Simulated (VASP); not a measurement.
Cr, 1 atom in the cell. Symmetry: Pm-3m, No. 221, cubic system. Conventional cell: a = 2.448 Å, b = 2.448 Å, c = 2.448 Å, α = 90.00°, β = 90.00°, γ = 90.00°. Cr (site symmetry m-3m) has 6 Cr at 2.45 Å within 3.2 Å.  This cell differs from its parent crystal: volume scaled by 1.12.

- Program: VASP 6.6.1
- Task: single point
- Functional: RPBE
- Potentials or basis: VASP PAW PBE potentials, release 64 (Cr_pv)
- Cutoff: 520 eV
- k mesh: 15 × 15 × 15
- Occupations: fermi-dirac, width 0.1 eV
- Spin: no spin polarisation
- Dipole correction: no
- Further INCAR settings: ALGO = Normal; EDIFF = 1e-07; NBANDS = 12

Potentials or basis: VASP PAW PBE potentials, release 64 (Cr_pv).

Launch:

```sh
$ cat potpaw_PBE.64/Cr_pv/POTCAR > POTCAR
$ mpirun -np 1 vasp_std > vasp.out
```

Hardware: 1 thread of Intel(R) Xeon(R) 6975P-C (Granite Rapids), with other jobs on the host.

Question: How long does it take, and how much memory?

Answer: Run time: 8.3 s on 1 thread of Intel(R) Xeon(R) 6975P-C (Granite Rapids), on a shared host, peak memory 0.13 GiB. Counts: scf iterations 12, k points 120.
